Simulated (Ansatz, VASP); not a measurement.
# SnO in VASP and in Ansatz

Contents of INCAR:

```
SYSTEM = SnO
ALGO     = Normal         ! electronic algorithm
EDIFF    = 1E-6           ! SCF threshold, eV
ENCUT    = 520            ! plane-wave cutoff, eV
GGA      = RP             ! functional
ISIF     = 2              ! what is computed and relaxed
ISMEAR   = -1             ! smearing method
LASPH    = .True.         ! aspherical terms in the spheres
LCHARG   = .False.        ! write CHGCAR
LREAL    = .False.        ! projectors in reciprocal space
LWAVE    = .False.        ! write WAVECAR
NBANDS   = 28             ! bands
NELM     = 100            ! most SCF steps
PREC     = Accurate       ! precision mode
SIGMA    = 0.05           ! smearing width, eV
```

KPOINTS

```
k-points
0
Gamma
  4 4 3
  0 0 0
```

Contents of POSCAR:

```
SnO
1.0
    3.8136952200      0.0000000000      0.0000000000
    0.0000000000      3.8136952200      0.0000000000
    0.0000000000      0.0000000000      4.8869133000
Sn O
2 2
Direct
    0.5000000000      0.0000000000      0.7646261400
    0.0000000000      0.5000000000      0.2353738600
    0.0000000000      0.0000000000      0.0000000000
    0.5000000000      0.5000000000      0.0000000000
```

Contents of input.yaml:

```yaml
crystal:
  lattice:
    - [3.81369522, 0.0, 0.0]
    - [0.0, 3.81369522, 0.0]
    - [0.0, 0.0, 4.8869133]
  atoms:
    - { symbol: Sn, position: [0.5, 0.0, 0.76462614] }
    - { symbol: Sn, position: [0.0, 0.5, 0.23537386] }
    - { symbol: O, position: [0.0, 0.0, 0.0] }
    - { symbol: O, position: [0.5, 0.5, 0.0] }
hamiltonian:
  xc: rpbe
  pseudopotentials: { kind: paw }
kpoints:
  mp_grid: { grid: [4, 4, 3] }
  band_path:
    path:
      - [[0.0, 0.0, 0.0], [0.0, 0.5, 0.0], [0.5, 0.5, 0.0], [0.0, 0.0, 0.0], [0.0, 0.0, 0.5], [0.0, 0.5, 0.5], [0.5, 0.5, 0.5], [0.0, 0.0, 0.5]]
      - [[0.0, 0.5, 0.0], [0.0, 0.5, 0.5]]
      - [[0.5, 0.5, 0.0], [0.5, 0.5, 0.5]]
    npoints: 14
scf:
  occupations: { method: fermi_dirac, width: 0.05 }
  n_extra_bands: 10
output:
  forces: true
  stress: true
  eigenvalues: true
  fatbands: false
  write_density: true
  write_potential: true
  elf: true
  volumetric_format: npy
```

Alike in both runs: functional RPBE; k mesh 4 × 4 × 3; occupations fermi-dirac, width 0.05 eV; no spin polarisation.

|  | VASP | Ansatz |
| --- | --- | --- |
| version | VASP 6.6.1 | Ansatz 0.2.0 |
| potentials or method | VASP PAW PBE potentials, release 64 (Sn_d, O) | Ansatz PAW |
| plane-wave cutoff (eV) | 520 | 420 |
| valence electrons in the cell | 40 | 40 |
| task | single point | band structure |

VASP gave:

| Property | Result |
| --- | --- |
| gap on the k mesh at the Fermi level (eV) | 0.16 |
| least direct gap on the mesh (eV) | 2.05 |
| pressure (GPa) | 6.4 |
| traceless stress, the component that is largest in VASP (GPa) | -0.86 |
| rms of the force components (eV/Å) | 0.277 |

Question: What did Ansatz give for the same quantities?

Answer: gap on the k mesh at the Fermi level (eV): 0.14; least direct gap on the mesh (eV): 2.07; pressure (GPa): 6.2; traceless stress, the component that is largest in VASP (GPa): -0.88; rms of the force components (eV/Å): 0.241.

VASP's potentials were made for PBE, not for RPBE. Atom by atom the forces differ by 0.035 eV/Å (rms over components). The functional is the same, so the differences come from potentials, cutoffs and numerics.

The k mesh is coarse, so the values compare programs but aren't converged.
